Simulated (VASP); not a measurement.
# SrCl2: single point with PBE

Crystal: SrCl2.

```
CELL_PARAMETERS angstrom
0.00000 3.51921 3.51921
3.51921 0.00000 3.51921
3.51921 3.51921 0.00000
ATOMIC_POSITIONS crystal
Sr 0.00000 0.00000 0.00000
Cl 0.25000 0.25000 0.25000
Cl 0.75000 0.75000 0.75000
```

| Item | Value |
| --- | --- |
| Program | VASP 6.6.1 |
| Task | single point |
| Functional | PBE |
| Potentials or basis | VASP PAW PBE potentials, release 64 (Sr_sv, Cl) |
| Cutoff | 520 eV |
| k mesh | 6 × 6 × 6 |
| Occupations | fermi-dirac, width 0.02 eV |
| Spin | non-collinear spin, zero start, spin-orbit coupling |
| Starting moments | [[0.0, 0.0, 0.0], [0.0, 0.0, 0.0], [0.0, 0.0, 0.0]] μB |

| Item | Value |
| --- | --- |
| Pressure | 0.1 GPa |
| Net moment | 0.00 μB per cell |
| Valence electrons inside the program's atomic spheres | Sr 7.93; Cl 5.17 |

Moments on the atoms (μB; x, y, z):
```
Sr  0.00 0.00 0.00
Cl  0.00 0.00 0.00
Cl  0.00 0.00 0.00
```

Wall time 5.3 min on 1 thread of Intel Xeon 8259CL, with other jobs on the host, peak memory 0.51 GiB.
